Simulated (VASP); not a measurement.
# Re (Fm-3m) in VASP: notebook

The runs below take Re through single point, with PBEsol.

Everything below comes from runs of VASP 6.6.1. Logs are shortened: lines on timing, memory, paths and dates and some standing lists are left out, and cuts for length are marked.

### 1 The cell of the first run

It takes space group Fm-3m (No. 225, cubic). Conventional cell: a = 3.881 Å, b = 3.881 Å, c = 3.881 Å, α = 90.00°, β = 90.00°, γ = 90.00°. Within 3.6 Å of Re (site symmetry m-3m) lie 12 Re at 2.74 Å.

### 2 Single point, PBEsol (strained)

File INCAR:

```
SYSTEM = Re
PREC = Accurate
ENCUT = 520
EDIFF = 1E-6
ISMEAR = 0
SIGMA = 0.1
LREAL = .FALSE.
LASPH = .TRUE.
NELM = 60
ALGO = Fast
ISIF = 2
LWAVE = .FALSE.
LCHARG = .FALSE.
GGA = PS
NBANDS = 10
```

File KPOINTS:

```
regular mesh
0
G
  18 18 18
  0 0 0
```

File POSCAR:

```
Re
1.0
    0.0000000000      1.9404177500      1.9404177500
    1.9404177500      0.0000000000      1.9404177500
    1.9404177500      1.9404177500      0.0000000000
Re
1
Direct
    0.0000000000      0.0000000000      0.0000000000
```

Potentials or basis: VASP PAW PBE potentials, release 64 (Re).

The run is started by

```
$ cat potpaw_PBE.64/Re/POTCAR > POTCAR
$ mpirun -np 1 vasp_std > vasp.out
```

OUTCAR:

```text
SYSTEM = Re
   PREC = Accurate
   ENCUT = 520
   EDIFF = 1E-6
   ISMEAR = 0
   LREAL = .FALSE.
   LASPH = .TRUE.
   NELM = 60
   ISIF = 2
   GGA = PS

 ion  position               nearest neighbor table
   1  0.000  0.000  0.000-

  LATTYP: Found a face centered cubic cell.
 ALAT       =     3.8808355000

  Lattice vectors:

 A1 = (   0.0000000000,   1.9404177500,   1.9404177500)
 A2 = (   1.9404177500,   0.0000000000,   1.9404177500)
 A3 = (   1.9404177500,   1.9404177500,   0.0000000000)

Analysis of symmetry for initial positions (statically):
=====================================================================
 Subroutine PRICEL returns:
 Original cell was already a primitive cell.

 Routine SETGRP: Setting up the symmetry group for a
 face centered cubic supercell.

 Subroutine GETGRP returns: Found 48 space group operations
[... 9 lines left out ...]

 Routine SETGRP: Setting up the symmetry group for a
 face centered cubic supercell.

 Subroutine GETGRP returns: Found 48 space group operations
[... 11 lines left out ...]
                                     Primitive cell

  volume of cell :      14.6122

  direct lattice vectors                    reciprocal lattice vectors
     0.000000000  1.940417750  1.940417750    -0.257676472  0.257676472  0.257676472
     1.940417750  0.000000000  1.940417750     0.257676472 -0.257676472  0.257676472
     1.940417750  1.940417750  0.000000000     0.257676472  0.257676472 -0.257676472

  length of vectors
     2.744165099  2.744165099  2.744165099     0.446308741  0.446308741  0.446308741

  position of ions in fractional coordinates (direct lattice)
     0.000000000  0.000000000  0.000000000

  ion indices of the primitive-cell ions
   primitive index   ion index
                 1           1

----------------------------------------------------------------------------------------

 KPOINTS: regular mesh

Automatic generation of k-mesh.
 Grid dimensions read from file:
 generate k-points for:   18   18   18

 Generating k-lattice:

  Cartesian coordinates                     Fractional coordinates (reciprocal lattice)
    -0.014315360  0.014315360  0.014315360     0.055555556  0.000000000  0.000000000
     0.014315360 -0.014315360  0.014315360     0.000000000  0.055555556  0.000000000
     0.014315360  0.014315360 -0.014315360     0.000000000  0.000000000  0.055555556

  Length of vectors
     0.024794930  0.024794930  0.024794930

  Shift w.r.t. Gamma in fractional coordinates (k-lattice)
     0.000000000  0.000000000  0.000000000

 Subroutine IBZKPT returns following result:
 ===========================================

 Found    195 irreducible k-points:

 Following reciprocal coordinates:
            Coordinates               Weight
  0.000000  0.000000  0.000000      1.000000
  0.055556  0.000000  0.000000      8.000000
  0.111111  0.000000  0.000000      8.000000
  0.166667  0.000000  0.000000      8.000000
  0.222222  0.000000  0.000000      8.000000
  0.277778  0.000000  0.000000      8.000000
[... 16 lines left out ...]
 -0.277778  0.055556  0.000000     24.000000
 -0.222222  0.055556  0.000000     24.000000
 [... further k-points ...]
   k-points           NKPTS =    195   k-points in BZ     NKDIM =    195   number of bands    NBANDS=     10
   number of dos      NEDOS =    301   number of ions     NIONS =      1
   total plane-waves  NPLWV =   8000
   dimension x,y,z NGX =    20 NGY =   20 NGZ =   20
   dimension x,y,z NGXF=    40 NGYF=   40 NGZF=   40
   ions per type =               1
   NGX,Y,Z   is equivalent  to a cutoff of  12.12, 12.12, 12.12 a.u.
   NGXF,Y,Z  is equivalent  to a cutoff of  24.23, 24.23, 24.23 a.u.
 SYSTEM =  Re
   PREC   = accura    normal or accurate (medium, high low for compatibility)
   ISTART =      0    job   : 0-new  1-cont  2-samecut
   ICHARG =      2    charge: 1-file 2-atom 10-const
   ISPIN  =      1    spin polarized calculation?
   LNONCOLLINEAR =      F non collinear calculations
   LSORBIT =      F    spin-orbit coupling
   LASPH  =      T    aspherical Exc in radial PAW
   ENCUT  =  520.0 eV  38.22 Ry    6.18 a.u.   5.10  5.10  5.10*2*pi/ulx,y,z
   NELM   =     60;   NELMIN=  2; NELMDL= -5     # of ELM steps
   EDIFF  = 0.1E-05   stopping-criterion for ELM
   LREAL  =      F    real-space projection
   EDIFFG = 0.1E-04   stopping-criterion for IOM
   NSW    =      0    number of steps for IOM
   IBRION =     -1    ionic relax: 0-MD 1-quasi-New 2-CG
   NFREE  =      0    steps in history (QN), initial steepest desc. (CG)
   ISIF   =      2    stress and relaxation
   ISYM   =      2    0-nonsym 1-usesym 2-fastsym
   POTIM  = 0.5000    time-step for ionic-motion
   TEBEG  =    0.0;   TEEND  =   0.0 temperature during run
   PSTRESS=    0.0 pullay stress
   NELECT =       7.0000    total number of electrons
   NUPDOWN=      -1.0000    fix difference up-down
   EMIN   =  10.00;   EMAX   =-10.00  energy-range for DOS
   EFERMI =   0.00;   METHOD = LEGACY
   ISMEAR =     0;   SIGMA  =   0.10  broadening in eV -4-tet -1-fermi 0-gaus
   EFERMI_NEDOS =   21; number of points for ismear=-14 and -15
   IALGO  =     68    algorithm
   IMIX   =      4    mixing-type and parameters
     AMIX     =   0.40;   BMIX     =  1.00
     AMIX_MAG =   1.60;   BMIX_MAG =  1.00
  volume/ion in A,a.u.               =      14.61        98.61
  Fermi-wavevector in a.u.,A,eV,Ry     =   1.280960  2.420664 22.325240  1.640859
  Thomas-Fermi vector in A             =   2.413358
   LORBIT       =      0    0 simple, 1 ext, 2 COOP (PROOUT), +10 PAW based schemes
   GGA     = PS    functional components
   LHFCALC =     F    Hartree Fock is set to
   AEXX    =    0.0000 exact exchange contribution
   IVDW    =     0    specifies the selected vdW correction
   LEPSILON=     F    determine dielectric tensor
   LRPA    =     F    only Hartree local field effects (RPA)
 non-spin polarized calculation
 RMM-DIIS sequential band-by-band and
 Gauss-broadening in eV      SIGMA  =   0.10
  energy-cutoff  :      520.00
  volume of cell :       14.61
 maximum number of plane-waves:       411
   NGX = 11   NGY = 11   NGZ = 11

 number of electron       7.0000001 magnetization

 Free energy of the ion-electron system (eV)
  ---------------------------------------------------
  ext. energy  EPLUGINS =         0.00000000
  ---------------------------------------------------
  free energy    TOTEN  =       -13.30229839 eV

  energy without entropy =      -13.29801807  energy(sigma->0) =      -13.30015823

 E-fermi :   8.0643     XC(G=0): -13.8588

 val. band max:        8.0548105642   @ k =  -0.3889   0.4444   0.0556
 cond. band min:       8.0957710567   @ k =  -0.3333   0.2778   0.0000
 fundamental gap:      0.0409604925
 Fermi energy:         8.0643436040

 k-point     1 :       0.0000    0.0000    0.0000
  band No.  band energies     occupation
      1      -2.1394      2.00000
      2       6.1331      2.00000
      3       6.1331      2.00000
      4       6.1331      2.00000
      5       9.3553      0.00000
      6       9.3553      0.00000
      7      22.0337      0.00000
      8      27.7044      0.00000
      9      27.7044      0.00000
     10      27.7044      0.00000

 k-point     2 :       0.0556    0.0000    0.0000
  band No.  band energies     occupation
      1      -1.9940      2.00000
      2       6.0327      2.00000
      3       6.2021      2.00000
      4       6.2021      2.00000
      5       9.2985      0.00000
      6       9.2985      0.00000
      7      22.3188      0.00000
      8      26.9441      0.00000
      9      27.9710      0.00000
     10      27.9710      0.00000

 k-point     3 :       0.1111    0.0000    0.0000
  band No.  band energies     occupation
      1      -1.5737      2.00000
      2       5.7745      2.00000
      3       6.3820      2.00000
      4       6.3820      2.00000
      5       9.1718      0.00000
      6       9.1718      0.00000
      7      23.0905      0.00000
      8      25.5756      0.00000
      9      28.7455      0.00000
     10      28.7455      0.00000

 k-point     4 :       0.1667    0.0000    0.0000
  band No.  band energies     occupation
      1      -0.9324      2.00000
      2       5.4724      2.00000
      3       6.5793      2.00000
      4       6.5793      2.00000
      5       9.1075      0.00000
      6       9.1075      0.00000
      7      23.6236      0.00000
      8      24.7948      0.00000
      9      29.9603      0.00000
     10      29.9605      0.00000

 k-point     5 :       0.2222    0.0000    0.0000
  band No.  band energies     occupation
      1      -0.1795      2.00000
      2       5.2875      2.00000
      3       6.6467      2.00000
      4       6.6467      2.00000
      5       9.2899      0.00000
      6       9.2899      0.00000
      7      22.5999      0.00000
      8      25.6506      0.00000
      9      31.5151      0.00000
     10      31.5165      0.00000

 k-point     6 :       0.2778    0.0000    0.0000
  band No.  band energies     occupation
      1       0.5022      2.00000
      2       5.4188      2.00000
      3       6.5276      2.00000
      4       6.5276      2.00000
      5       9.7885      0.00000
      6       9.7885      0.00000
      7      21.4863      0.00000
      8      25.7129      0.00000
      9      32.6239      0.00000
     10      33.0488      0.00000
[... 183 lines left out ...]
 k-point    21 :      -0.3889    0.0556    0.0000
  band No.  band energies     occupation
      1       1.2440      2.00000
      2       5.9286      2.00000
      3       6.1355      2.00000
      4       7.0874      2.00000
      5      11.0743      0.00000
      6      11.9975      0.00000
      7      19.1636      0.00000
      8      22.6188      0.00000
      9      28.6453      0.00000
     10      29.9523      0.00000

 k-point    22 :      -0.3333    0.0556    0.0000
  band No.  band energies     occupation
      1       1.1415      2.00000
      2       6.1216      2.00000
      3       6.1531      2.00000
      4       6.3200      2.00000
      5      10.2915      0.00000
      6      11.3635      0.00000
      7      20.2719      0.00000
      8      23.9239      0.00000
      9      29.7664      0.00000
     10      31.7973      0.00000

 k-point    23 :      -0.2778    0.0556    0.0000
  band No.  band energies     occupation
      1       0.8082      2.00000
      2       5.4187      2.00000
      3       6.3937      2.00000
      4       6.5506      2.00000
      5       9.5123      0.00000
      6      10.6325      0.00000
      7      21.3402      0.00000
      8      25.4508      0.00000
      9      30.9556      0.00000
     10      32.0243      0.00000

 k-point    24 :      -0.2222    0.0556    0.0000
  band No.  band energies     occupation
      1       0.1892      2.00000
      2       5.1643      2.00000
      3       6.5969      2.00000
      4       6.7329      2.00000
      5       8.9149      0.00000
      6       9.9830      0.00000
      7      22.4335      0.00000
      8      25.9737      0.00000
      9      30.8052      0.00000
     10      32.0494      0.00000

 [... further k-points ...]
[... 5 lines left out ...]
  --------------------------------------------------------------------------------------
  -------------------------------------------------------------------------------------
  Total       -0.0169958     -0.0169958     -0.0169958     -0.0000000     -0.0000000      0.0000000
  in kB       -1.8635340     -1.8635340     -1.8635340     -0.0000000     -0.0000000      0.0000000
  external PRESSURE =      -1.8635340 kB  Pullay stress =       0.0000000 kB

 VOLUME and BASIS-vectors are now :
 -----------------------------------------------------------------------------
  energy-cutoff  :      520.00
  volume of cell :       14.61
      direct lattice vectors                 reciprocal lattice vectors
     0.000000000  1.940417750  1.940417750    -0.257676472  0.257676472  0.257676472
     1.940417750  0.000000000  1.940417750     0.257676472 -0.257676472  0.257676472
     1.940417750  1.940417750  0.000000000     0.257676472  0.257676472 -0.257676472

 POSITION                                       TOTAL-FORCE (eV/Angst)
 -----------------------------------------------------------------------------------
      0.00000      0.00000      0.00000        -0.000000      0.000000      0.000000
 -----------------------------------------------------------------------------------
    total drift:                                0.000000      0.000000     -0.000000

  FREE ENERGIE OF THE ION-ELECTRON SYSTEM (eV)
  ---------------------------------------------------
  free  energy   TOTEN  =       -13.3022983879 eV

  energy  without entropy=      -13.2980180657  energy(sigma->0) =      -13.30015823
```

Wall time 12 s (1 thread of Intel Xeon 6975P-C (Granite Rapids), shared host); peak memory 0.14 GiB.

Results:

```yaml
Free_energy: -13.3023 eV
Pressure: -0.2 GPa
```

Levels at points of the mesh, in eV from the Fermi level:
```tsv
k point	band 1	band 2	band 3	band 4	band 5	band 6	band 7	band 8
(0.00, 0.00, 0.00)	-10.20	-1.93	-1.93	-1.93	1.29	1.29	13.97	19.64
(0.50, 0.00, 0.00)	-6.94	-2.15	-2.15	0.24	3.88	3.88	10.07	13.46
(0.50, 0.50, 0.00)	-6.90	-6.02	2.85	3.83	4.65	4.65	12.35	12.35
```

Caveat: the cell differs from its parent crystal (strained); the PAW data sets were made with another functional, which shifts forces and pressure a little; spin-orbit coupling is left out, which moves the levels of the heavy elements.

[end of part 1 of 2]
